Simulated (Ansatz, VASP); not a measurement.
TiSi2: VASP beside Ansatz

The input INCAR:

```
SYSTEM = TiSi2
PREC = Accurate
ENCUT = 520
EDIFF = 1E-7
ISMEAR = -1
SIGMA = 0.05
LREAL = .FALSE.
LASPH = .TRUE.
NELM = 60
ALGO = Normal
ISIF = 2
LWAVE = .FALSE.
LCHARG = .FALSE.
GGA = PE
NBANDS = 29
```

File KPOINTS:

```
Automatic mesh
0
G
  6 6 6
  0 0 0
```

The input POSCAR:

```
TiSi2
1.0
    0.0000000000      4.1175163063      4.0923819220
    2.3895119538      0.0000000000      4.0923819220
    2.3895119538      4.1175163063      0.0000000000
Ti Si
2 4
Direct
    0.7500000000      0.7500000000      0.7500000000
    0.5000000000      0.5000000000      0.5000000000
    0.4125656100      0.0874343900      0.4125656100
    0.0874343900      0.4125656100      0.0874343900
    0.1625656100      0.8374343900      0.1625656100
    0.8374343900      0.1625656100      0.8374343900
```

Contents of input.yaml:

```yaml
crystal:
  lattice:
    - [0.0, 4.1175163063, 4.092381922]
    - [2.3895119538, 0.0, 4.092381922]
    - [2.3895119538, 4.1175163063, 0.0]
  atoms:
    - { symbol: Ti, position: [0.75, 0.75, 0.75] }
    - { symbol: Ti, position: [0.5, 0.5, 0.5] }
    - { symbol: Si, position: [0.41256561, 0.08743439, 0.41256561] }
    - { symbol: Si, position: [0.08743439, 0.41256561, 0.08743439] }
    - { symbol: Si, position: [0.16256561, 0.83743439, 0.16256561] }
    - { symbol: Si, position: [0.83743439, 0.16256561, 0.83743439] }
hamiltonian:
  xc: pbe
  pseudopotentials: { kind: paw }
kpoints:
  mp_grid: { grid: [6, 6, 6] }
  band_path:
    path:
      - [[0.0, 0.0, 0.0], [-0.5, -0.5, 0.0], [-1.0, -0.5, -0.5], [-0.5, 0.0, -0.5], [0.0, 0.0, 0.0], [0.0, -0.4194279574, -0.4194279574], [-0.5, -0.7489626114, -0.2489626114], [-0.5, -0.5, 0.0]]
      - [[-1.0, -0.5, -0.5], [-1.0, -0.5805720426, -0.5805720426]]
      - [[0.0, -0.4194279574, -0.4194279574], [-0.5, -0.2510373886, -0.7510373886], [-0.5, 0.0, -0.5]]
      - [[-0.5, -0.5, -0.5], [0.0, 0.0, 0.0]]
    npoints: 14
scf:
  occupations: { method: fermi_dirac, width: 0.05 }
  n_extra_bands: 15
output:
  forces: true
  stress: true
  eigenvalues: true
  fatbands: true
```

Alike in both runs: functional PBE; k mesh 6 × 6 × 6; occupations fermi-dirac, width 0.05 eV; no spin polarisation.

|  | VASP | Ansatz |
| --- | --- | --- |
| version | VASP 6.6.1 | Ansatz 0.2.0 |
| potentials or method | VASP PAW PBE potentials, release 64 (Ti_sv, Si) | Ansatz PAW |
| plane-wave cutoff (eV) | 520 | 420 |
| valence electrons in the cell | 40 | 40 |
| task | single point | band structure |

|  | VASP | Ansatz | Ansatz less VASP |
| --- | --- | --- | --- |
| gap on the k mesh at the Fermi level (eV) | none | none | - |
| pressure (GPa) | 10.4 | 10.5 | +0.07 |
| traceless stress, the component that is largest in VASP (GPa) | 11.54 | 11.54 | +0.004 |
| rms of the force components (eV/Å) | 0.064 | 0.065 | +0.0007 |

Atom by atom the forces differ by 0.001 eV/Å (rms over components). A gap of «none» marks a metal or a gap that the smearing closes. The functional is the same, so the differences come from potentials, cutoffs and numerics.
